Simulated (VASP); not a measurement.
# Al27SiH10C3O in VASP: single point with PBE+D3(BJ)

Aim: the single point of Al27SiH10C3O with PBE+D3(BJ).

All numbers are computed with VASP 6.6.1; they aren't measurements. Logs are shortened: lines on timing, memory, paths and dates and some standing lists are left out, and cuts for length are marked.

## Step 1: The cell of the first run

The cell holds a slab with vacuum, 42 atoms: a = 8.449 Å, b = 8.449 Å, c = 26.300 Å, α = 90.00°, β = 90.00°, γ = 120.00°.

## Step 2: Single point, PBE+D3(BJ)

Input file INCAR:

```
ALGO = Normal
DIPOL = 0.5 0.5 0.482
EDIFF = 1E-6
ENCUT = 520
GGA = PE
IDIPOL = 3
ISIF = 2
ISMEAR = 0
IVDW = 12
LASPH = T
LCHARG = F
LDIPOL = T
LREAL = Auto
LWAVE = F
NBANDS = 84
NELM = 60
PREC = Accurate
SIGMA = 0.1
```

Input file KPOINTS:

```
k-points
0
Gamma
  3 3 1
```

Input file POSCAR:

```
Al27SiH10C3O
1.0
    8.4486369609      0.0000000000      0.0000000000
   -4.2243184805      7.3167342355      0.0000000000
    0.0000000000      0.0000000000     26.2999554614
Al C Si O H
27 3 1 1 10
Direct
    0.2222222222      0.1111111111      0.3041830246
    0.2222222222      0.4444444444      0.3041830246
    0.2222222222      0.7777777778      0.3041830246
    0.5555555556      0.1111111111      0.3041830246
    0.5555555556      0.4444444444      0.3041830246
    0.5555555556      0.7777777778      0.3041830246
    0.8888888889      0.1111111111      0.3041830246
    0.8888888889      0.4444444444      0.3041830246
    0.8888888889      0.7777777778      0.3041830246
    0.4434374213      0.2225122722      0.3942879202
    0.4434367176      0.5542622318      0.3942977181
    0.4460415263      0.8896852906      0.3947739554
    0.7762316581      0.2193574319      0.3947684041
    0.7763690340      0.5548654124      0.3941078658
    0.7762359189      0.8902140096      0.3947718934
    0.1125117812      0.2229238683      0.3952180402
    0.1103619236      0.5544398744      0.3943687863
    0.1103550657      0.8892657008      0.3943658616
    0.6648610924      0.3323154655      0.4833874887
    0.6648703764      0.6659284421      0.4834038427
    0.6639850423     -0.0013231852      0.4856489129
   -0.0011113416      0.3331250356      0.4840105719
   -0.0019623754      0.6657051244      0.4840361269
   -0.0010802561     -0.0008398550      0.4840065346
    0.3381101342      0.3357133530      0.4939979653
    0.3308938879      0.6648393596      0.4838455226
    0.3308912176     -0.0005866707      0.4838477273
    0.3211073547      0.5107128064      0.6645264473
    0.6497289902      0.4904112594      0.6193729599
    0.3193886564      0.1429965367      0.6645308351
    0.3990315435      0.3659652051      0.6312007898
    0.2960005234      0.3148211426      0.5726793112
    0.3809578468      0.5494397696      0.7027859217
    0.1716085238      0.4383387192      0.6686551173
    0.3617860605      0.6364623012      0.6428028392
    0.6920089875      0.4064781716      0.5976670552
    0.7239870502      0.5273397150      0.6557534503
    0.6930136002      0.6167359399      0.5976262005
    0.3590555665      0.0571315565      0.6428067620
    0.3791816983      0.1636707074      0.7027872809
    0.1698753393      0.0669245671      0.6686670562
    0.1618388129      0.2483369744      0.5726873013
```

Potentials or basis: VASP PAW PBE potentials, release 64 (Al, C, Si, O, H).

Launch:

```bash
cat potpaw_PBE.64/Al/POTCAR potpaw_PBE.64/C/POTCAR potpaw_PBE.64/Si/POTCAR potpaw_PBE.64/O/POTCAR potpaw_PBE.64/H/POTCAR > POTCAR
mpirun -np 1 vasp_std > vasp.out
```

OUTCAR:

```text
EDIFF = 1E-6
   ENCUT = 520
   GGA = PE
   ISIF = 2
   ISMEAR = 0
   IVDW = 12
   LASPH = T
   LREAL = Auto
   NELM = 60
   PREC = Accurate
 IVDW          = 12

 ion  position               nearest neighbor table
   1  0.222  0.111  0.304-   9 2.82   7 2.82   2 2.82   3 2.82   5 2.82   4 2.82  10 2.87  18 2.87
                            16 2.89
   2  0.222  0.444  0.304-   7 2.82   8 2.82   1 2.82   6 2.82   5 2.82   3 2.82  11 2.87  17 2.87
                            16 2.89
   3  0.222  0.778  0.304-   9 2.82   1 2.82   8 2.82   4 2.82   6 2.82   2 2.82  17 2.88  18 2.88
                            12 2.89
   4  0.556  0.111  0.304-   8 2.82   7 2.82   5 2.82   6 2.82   3 2.82   1 2.82  13 2.88  10 2.88
                            12 2.88
   5  0.556  0.444  0.304-   8 2.82   4 2.82   1 2.82   9 2.82   2 2.82   6 2.82  14 2.86  10 2.87
                            11 2.87
   6  0.556  0.778  0.304-   7 2.82   9 2.82   4 2.82   2 2.82   3 2.82   5 2.82  15 2.88  11 2.88
                            12 2.88
   7  0.889  0.111  0.304-   2 2.82   6 2.82   4 2.82   1 2.82   8 2.82   9 2.82  13 2.88  15 2.88
                            16 2.90
   8  0.889  0.444  0.304-   4 2.82   5 2.82   2 2.82   7 2.82   3 2.82   9 2.82  17 2.87  14 2.87
                            13 2.90
   9  0.889  0.778  0.304-   1 2.82   6 2.82   3 2.82   7 2.82   5 2.82   8 2.82  18 2.87  14 2.87
[... 26 lines left out ...]
                            25 2.87
  23  0.998  0.666  0.484-  22 2.81  24 2.81  27 2.82  20 2.82  19 2.82  26 2.82  14 2.87  18 2.87
                            17 2.87
  24  0.999  0.999  0.484-  27 2.80  23 2.81  20 2.82  22 2.82  21 2.83  16 2.85  15 2.86  18 2.86
                            25 2.87
  25  0.338  0.336  0.494-  32 2.09  19 2.79  20 2.79  27 2.82  26 2.82  24 2.87  22 2.87  11 3.07
                            10 3.07  16 3.08
  26  0.331  0.665  0.484-  22 2.80  23 2.82  20 2.82  21 2.82  25 2.82  27 2.83  17 2.85  12 2.86
                            11 2.87
  27  0.331  0.999  0.484-  24 2.80  23 2.82  19 2.82  21 2.82  25 2.82  26 2.83  18 2.85  12 2.86
                            10 2.87
  28  0.321  0.511  0.665-  35 1.10  34 1.10  33 1.10  31 1.87
  29  0.650  0.490  0.619-  38 1.10  36 1.10  37 1.10  31 1.86
  30  0.319  0.143  0.665-  39 1.10  41 1.10  40 1.10  31 1.87
  31  0.399  0.366  0.631-  32 1.71  29 1.86  30 1.87  28 1.87
  32  0.296  0.315  0.573-  42 0.98  31 1.71  25 2.09
  33  0.381  0.549  0.703-  28 1.10
  34  0.172  0.438  0.669-  28 1.10
  35  0.362  0.636  0.643-  28 1.10
  36  0.692  0.406  0.598-  29 1.10
  37  0.724  0.527  0.656-  29 1.10
  38  0.693  0.617  0.598-  29 1.10
  39  0.359  0.057  0.643-  30 1.10
  40  0.379  0.164  0.703-  30 1.10
  41  0.170  0.067  0.669-  30 1.10
  42  0.162  0.248  0.573-  32 0.98

  LATTYP: Found a hexagonal cell.
 ALAT       =     8.4486369609
 C/A-ratio  =     3.1129228991

  Lattice vectors:

 A1 = (   8.4486369609,   0.0000000000,   0.0000000000)
 A2 = (  -4.2243184805,   7.3167342355,   0.0000000000)
 A3 = (   0.0000000000,   0.0000000000,  26.2999554614)

Analysis of symmetry for initial positions (statically):
=====================================================================
 Subroutine PRICEL returns:
 Original cell was already a primitive cell.

 Routine SETGRP: Setting up the symmetry group for a
 hexagonal supercell.

 Subroutine GETGRP returns: Found  1 space group operations
 (whereof  1 operations were pure point group operations)
 out of a pool of 24 trial point group operations.

The static configuration has the point symmetry C_1 .

Analysis of symmetry for dynamics (positions and initial velocities):
=====================================================================
 Subroutine PRICEL returns:
 Original cell was already a primitive cell.

 Routine SETGRP: Setting up the symmetry group for a
 hexagonal supercell.

 Subroutine GETGRP returns: Found  1 space group operations
 (whereof  1 operations were pure point group operations)
 out of a pool of 24 trial point group operations.

The dynamic configuration has the point symmetry C_1 .

 Subroutine INISYM returns: Found  1 space group operations
 (whereof  1 operations are pure point group operations),
 and found     1 'primitive' translations

----------------------------------------------------------------------------------------

                                     Primitive cell

  volume of cell :    1625.7694

  direct lattice vectors                    reciprocal lattice vectors
     8.448636961  0.000000000  0.000000000     0.118362288  0.068336499  0.000000000
    -4.224318481  7.316734236  0.000000000     0.000000000  0.136672998  0.000000000
[... 96 lines left out ...]
 KPOINTS: k-points

Automatic generation of k-mesh.
 Grid dimensions read from file:
 generate k-points for:    3    3    1

 Generating k-lattice:

  Cartesian coordinates                     Fractional coordinates (reciprocal lattice)
     0.039454096  0.022778833  0.000000000     0.333333333  0.000000000  0.000000000
     0.000000000  0.045557666  0.000000000     0.000000000  0.333333333  0.000000000
     0.000000000  0.000000000  0.038022878     0.000000000  0.000000000  1.000000000

  Length of vectors
     0.045557666  0.045557666  0.038022878

  Shift w.r.t. Gamma in fractional coordinates (k-lattice)
     0.000000000  0.000000000  0.000000000

 Subroutine IBZKPT returns following result:
 ===========================================

 Found      5 irreducible k-points:

 Following reciprocal coordinates:
            Coordinates               Weight
  0.000000  0.000000  0.000000      1.000000
  0.333333 -0.000000  0.000000      2.000000
  0.000000  0.333333  0.000000      2.000000
 -0.333333  0.333333  0.000000      2.000000
  0.333333  0.333333  0.000000      2.000000
   k-points           NKPTS =      5   k-points in BZ     NKDIM =      5   number of bands    NBANDS=     84
   number of dos      NEDOS =    301   number of ions     NIONS =     42
   total plane-waves  NPLWV = 802816
   dimension x,y,z NGX =    64 NGY =   64 NGZ =  196
   dimension x,y,z NGXF=   128 NGYF=  128 NGZF=  392
   ions per type =              27   3   1   1  10
   NGX,Y,Z   is equivalent  to a cutoff of  12.59, 12.59, 12.39 a.u.
   NGXF,Y,Z  is equivalent  to a cutoff of  25.19, 25.19, 24.78 a.u.
 SYSTEM =  unknown system
   PREC   = accura    normal or accurate (medium, high low for compatibility)
   ISTART =      0    job   : 0-new  1-cont  2-samecut
   ICHARG =      2    charge: 1-file 2-atom 10-const
   ISPIN  =      1    spin polarized calculation?
   LNONCOLLINEAR =      F non collinear calculations
   LSORBIT =      F    spin-orbit coupling
   LASPH  =      T    aspherical Exc in radial PAW
   ENCUT  =  520.0 eV  38.22 Ry    6.18 a.u.  15.71 15.71 48.90*2*pi/ulx,y,z
   NELM   =     60;   NELMIN=  2; NELMDL= -5     # of ELM steps
   EDIFF  = 0.1E-05   stopping-criterion for ELM
   LREAL  =      T    real-space projection
   EDIFFG = 0.1E-04   stopping-criterion for IOM
   NSW    =      0    number of steps for IOM
   IBRION =     -1    ionic relax: 0-MD 1-quasi-New 2-CG
   NFREE  =      0    steps in history (QN), initial steepest desc. (CG)
   ISIF   =      2    stress and relaxation
   ISYM   =      2    0-nonsym 1-usesym 2-fastsym
   POTIM  = 0.5000    time-step for ionic-motion
   TEBEG  =    0.0;   TEEND  =   0.0 temperature during run
   PSTRESS=    0.0 pullay stress
   NELECT =     113.0000    total number of electrons
   NUPDOWN=      -1.0000    fix difference up-down
   EMIN   =  10.00;   EMAX   =-10.00  energy-range for DOS
   EFERMI =   0.00;   METHOD = LEGACY
   ISMEAR =     0;   SIGMA  =   0.10  broadening in eV -4-tet -1-fermi 0-gaus
   EFERMI_NEDOS =   21; number of points for ismear=-14 and -15
   IALGO  =     38    algorithm
   IMIX   =      4    mixing-type and parameters
     AMIX     =   0.40;   BMIX     =  1.00
     AMIX_MAG =   1.60;   BMIX_MAG =  1.00
  volume/ion in A,a.u.               =      38.71       261.22
  Fermi-wavevector in a.u.,A,eV,Ry     =   0.673103  1.271980  6.164354  0.453067
  Thomas-Fermi vector in A             =   1.749422
   LORBIT       =      0    0 simple, 1 ext, 2 COOP (PROOUT), +10 PAW based schemes
   GGA     = PE    functional components
   LHFCALC =     F    Hartree Fock is set to
   AEXX    =    0.0000 exact exchange contribution
   IVDW    =    12    specifies the selected vdW correction
   LEPSILON=     F    determine dielectric tensor
   LRPA    =     F    only Hartree local field effects (RPA)
 non-spin polarized calculation
 Gauss-broadening in eV      SIGMA  =   0.10
  energy-cutoff  :      520.00
  volume of cell :     1625.77
 maximum number of plane-waves:     43813
   NGX = 31   NGY = 31   NGZ = 97

 dipolmoment           0.000000      0.000000      0.000806 electrons x Angstroem

 number of electron     113.0000002 magnetization

 dipolmoment           0.000000      0.000000     -0.492785 electrons x Angstroem

 Free energy of the ion-electron system (eV)
  ---------------------------------------------------
  ext. energy  EPLUGINS =         0.00000000
  ---------------------------------------------------
  free energy    TOTEN  =      -172.72206335 eV

  energy without entropy =     -172.61288093  energy(sigma->0) =     -172.66747214

 E-fermi :   0.4778     XC(G=0):  -4.1914

 val. band max:        0.4747191715   @ k =   0.0000   0.0000   0.0000
 cond. band min:       0.4846280877   @ k =   0.0000   0.0000   0.0000
 fundamental gap:      0.0099089162
 Fermi energy:         0.4777997162

 k-point     1 :       0.0000    0.0000    0.0000
  band No.  band energies     occupation
      1     -22.4454      2.00000
      2     -14.6730      2.00000
      3     -13.7980      2.00000
      4     -13.7260      2.00000
      5     -10.5537      2.00000
      6     -10.2954      2.00000
[... 344 lines left out ...]
     67       1.4774      0.00000
     68       2.4507      0.00000
 [bands above 68 left out]

------------------------ aborting loop because EDIFF is reached ----------------------------------------

 vacuum level on the upper side and lower side of the slab       (xc-potential included)        -0.756         0.680

 Edisp (eV)   -7.07404

 E8    (eV) :    -3.1749

  FORCE on cell =-STRESS in cart. coord.  units (eV):
  Direction    XX          YY          ZZ          XY          YZ          ZX
  --------------------------------------------------------------------------------------
  -------------------------------------------------------------------------------------
  Total     -11.65068   -11.68359    -0.06244     0.02771     0.13003     0.22896
  in kB     -11.48161   -11.51405    -0.06153     0.02730     0.12815     0.22564
  external pressure =       -7.69 kB  Pullay stress =        0.00 kB

 VOLUME and BASIS-vectors are now :
 -----------------------------------------------------------------------------
  energy-cutoff  :      520.00
  volume of cell :     1625.77
      direct lattice vectors                 reciprocal lattice vectors
     8.448636961  0.000000000  0.000000000     0.118362288  0.068336499  0.000000000
    -4.224318481  7.316734236  0.000000000     0.000000000  0.136672998  0.000000000
     0.000000000  0.000000000 26.299955461     0.000000000  0.000000000  0.038022878

 POSITION                                       TOTAL-FORCE (eV/Angst)
 -----------------------------------------------------------------------------------
      1.40811      0.81297      8.00000        -0.004671     -0.016444     -0.016034
     -0.00000      3.25188      8.00000        -0.018150      0.003894     -0.014109
     -1.40811      5.69079      8.00000        -0.040669     -0.023496     -0.005823
      4.22432      0.81297      8.00000        -0.051865      0.019136      0.013177
      2.81621      3.25188      8.00000         0.021815      0.012769     -0.043417
      1.40811      5.69079      8.00000        -0.009811     -0.054270      0.015770
[... 34 lines left out ...]
      1.15250      0.48967     17.58591        -0.018580     -0.008727      0.000145
      0.31826      1.81702     15.06165        -0.073879     -0.041796     -0.037035
 -----------------------------------------------------------------------------------
    total drift:                                0.006403     -0.004512      0.022533

  FREE ENERGIE OF THE ION-ELECTRON SYSTEM (eV)
  ---------------------------------------------------
  free  energy   TOTEN  =      -179.7961068967 eV

  energy  without entropy=     -179.6869244763  energy(sigma->0) =     -179.74151569

 vacuum level on the upper side and lower side of the slab         2.782         4.225
```

Wall time 24 min (1 thread of Intel Xeon 6975P-C (Granite Rapids), shared host); peak memory 1.8 GiB.

Results:

```yaml
Free_energy: -179.7961 eV
Largest_force: 0.093 eV/Å
Band_gap_on_the_k_mesh: zero (an odd number of electrons rules out a gap without spin polarisation)
Dispersion_energy_per_atom: -0.168 eV
```

Forces in eV/Å, atoms in the order of the input:
```
Al  -0.005 -0.016 -0.016
Al  -0.018  0.004 -0.014
Al  -0.041 -0.023 -0.006
Al  -0.052  0.019  0.013
Al   0.022  0.013 -0.043
Al  -0.010 -0.054  0.016
Al   0.047  0.029  0.046
Al  -0.002  0.041 -0.004
Al   0.035 -0.023 -0.003
Al  -0.008  0.002 -0.006
Al  -0.003 -0.009 -0.005
Al   0.000  0.000 -0.003
Al  -0.001 -0.002  0.001
Al   0.002 -0.001 -0.003
Al  -0.005  0.001  0.000
Al   0.005  0.005 -0.005
Al   0.003  0.003 -0.003
Al   0.004  0.000 -0.003
Al   0.003  0.003  0.007
Al   0.002  0.001  0.006
Al   0.003 -0.001 -0.005
Al   0.006  0.000  0.008
Al   0.001 -0.004  0.000
Al   0.004  0.009  0.005
Al  -0.014 -0.011  0.026
Al   0.002 -0.001  0.003
Al   0.002  0.001 -0.001
C    0.026  0.005  0.010
C   -0.021 -0.007  0.006
C    0.017  0.013  0.008
Si   0.016  0.010  0.030
O    0.058  0.033 -0.013
H    0.004  0.005  0.004
H   -0.017 -0.011  0.000
H   -0.005  0.017 -0.010
H    0.013 -0.011 -0.011
H    0.006  0.004  0.020
H   -0.003  0.017 -0.011
H    0.012 -0.012 -0.010
H    0.006  0.002  0.004
H   -0.019 -0.009  0.000
H   -0.074 -0.042 -0.037
```

Caveat: an odd number of electrons without spin polarisation forces a metal; a magnetic or distorted state may lie lower.
